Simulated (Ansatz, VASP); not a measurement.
## Two plane-wave programs on AgOsC4N4

File INCAR:

```
PREC     = Accurate       # precision mode
ENCUT    = 520            # plane-wave cutoff, eV
EDIFF    = 1E-7           # SCF threshold, eV
ISMEAR   = 0              # smearing method
SIGMA    = 0.1            # smearing width, eV
LREAL    = F              # projectors in reciprocal space
LASPH    = T              # aspherical terms in the spheres
NELM     = 150            # most SCF steps
ALGO     = Normal         # electronic algorithm
ISIF     = 2              # what is computed and relaxed
LWAVE    = F              # write WAVECAR
LCHARG   = F              # write CHGCAR
ISPIN    = 2              # spin polarisation
MAGMOM   = 0 1 0 0 0 0 0 0 0 0 # initial moments
LORBIT   = 11             # projections on sites
LMAXMIX  = 4              # l up to which the mixer works
GGA      = PE             # functional
NBANDS   = 42             # bands
```

Contents of KPOINTS:

```
regular mesh
0
Gamma
  4 4 4
```

Contents of POSCAR:

```
AgOsC4N4
1.0
    5.9778846900      0.0000000000      0.0000000000
    0.0000000000      5.9778846900      0.0000000000
    0.0000000000      0.0000000000      5.9778846900
Ag Os C N
1 1 4 4
Direct
    0.0000000000      0.0000000000      0.0000000000
    0.5000000000      0.5000000000      0.5000000000
    0.1952868500      0.1952868500      0.1952868500
    0.1952868500      0.8047131500      0.8047131500
    0.8047131500      0.1952868500      0.8047131500
    0.8047131500      0.8047131500      0.1952868500
    0.3082866500      0.3082866500      0.3082866500
    0.3082866500      0.6917133500      0.6917133500
    0.6917133500      0.3082866500      0.6917133500
    0.6917133500      0.6917133500      0.3082866500
```

Input for Ansatz:

```yaml
crystal:
  lattice:
    - [5.97788469, 0.0, 0.0]
    - [0.0, 5.97788469, 0.0]
    - [0.0, 0.0, 5.97788469]
  atoms:
    - { symbol: Ag, position: [0.0, 0.0, 0.0] }
    - { symbol: Os, position: [0.5, 0.5, 0.5], spin: 1.0 }
    - { symbol: C, position: [0.19528685, 0.19528685, 0.19528685] }
    - { symbol: C, position: [0.19528685, 0.80471315, 0.80471315] }
    - { symbol: C, position: [0.80471315, 0.19528685, 0.80471315] }
    - { symbol: C, position: [0.80471315, 0.80471315, 0.19528685] }
    - { symbol: "N", position: [0.30828665, 0.30828665, 0.30828665] }
    - { symbol: "N", position: [0.30828665, 0.69171335, 0.69171335] }
    - { symbol: "N", position: [0.69171335, 0.30828665, 0.69171335] }
    - { symbol: "N", position: [0.69171335, 0.69171335, 0.30828665] }
basis:
  ecutwfc: 420
kpoints:
  mp_grid: { grid: [4, 4, 4] }
hamiltonian:
  xc: pbe
scf:
  occupations: { method: gaussian, width: 0.1 }
  lower_state_search: "off"
output:
  forces: true
  stress: true
  eigenvalues: true
  populations: true
magnetization:
  spin_polarized: true
```

Alike in both runs: task single point; functional PBE; k mesh 4 × 4 × 4; occupations gaussian, width 0.1 eV; collinear spin.

|  | VASP | Ansatz |
| --- | --- | --- |
| version | VASP 6.6.1 | Ansatz 0.2.0 |
| potentials or method | VASP PAW PBE potentials, release 64 (Ag, Os, C, N), cutoff 520 eV | scalar-relativistic, plane waves, PAW |
| valence electrons in the cell | 55 | 71 |

```tsv
	VASP	Ansatz	Ansatz less VASP
gap on the k mesh at the Fermi level (eV)	none	none	-
pressure (GPa)	2.6	2.1	-0.49
rms of the force components (eV/Å)	1.041	0.941	-0.1009
net moment per atom (μB)	0.10	0.10	0.000
size of the moment on the site where the two differ most (μB)	0.69	0.41	-0.282
```

Site moments also hang on the region over which each program counts them. Atom by atom the forces differ by 0.156 eV/Å (rms over components). A gap of «none» marks a metal or a gap that the smearing closes. The functional is the same, so the differences come from potentials, cutoffs and numerics. VASP's potentials hold 55 valence electrons a cell and Ansatz's 71, so a difference there can come from the potentials and not from the codes.

Neither program's run includes spin-orbit coupling. Noted on VASP's run: the standard files for N, O and F lose accuracy on very short bonds.
